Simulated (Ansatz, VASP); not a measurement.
# One calculation of AgBr, two programs

```
CELL_PARAMETERS angstrom
0.00000 -2.89235 -2.89235
2.89235 0.00000 -2.89235
2.89235 -2.89235 0.00000
ATOMIC_POSITIONS crystal
Ag 0.00000 0.00000 0.00000
Br 0.50000 0.50000 0.50000
```

Alike in both runs: functional r2SCAN; k mesh 8 × 8 × 8; occupations gaussian, width 0.02 eV; no spin polarisation.

Ansatz relaxed the structure, and its values are those at the end. VASP's run is a single point on that final structure, the one shown.

|  | VASP | Ansatz |
| --- | --- | --- |
| version | VASP 6.6.1 | Ansatz 0.2.0 |
| potentials or method | VASP PAW PBE potentials, release 64 (Ag, Br), cutoff 550 eV | scalar-relativistic, plane waves, PAW |
| valence electrons in the cell | 18 | 26 |

VASP gave:

- gap on the k mesh at the Fermi level (eV): 1.25
- least direct gap on the mesh (eV): 3.19
- pressure (GPa): 0.0

**Question.** Estimate Ansatz's values.

**Answer.** gap on the k mesh at the Fermi level (eV): 1.29; least direct gap on the mesh (eV): 3.21; pressure (GPa): 0.0.

VASP's potentials were made for PBE, not for r2SCAN. With one functional, cell and mesh, what is left measures potentials, basis and numerics. VASP's potentials hold 18 valence electrons a cell and Ansatz's 26, so a difference there can come from the potentials and not from the codes.
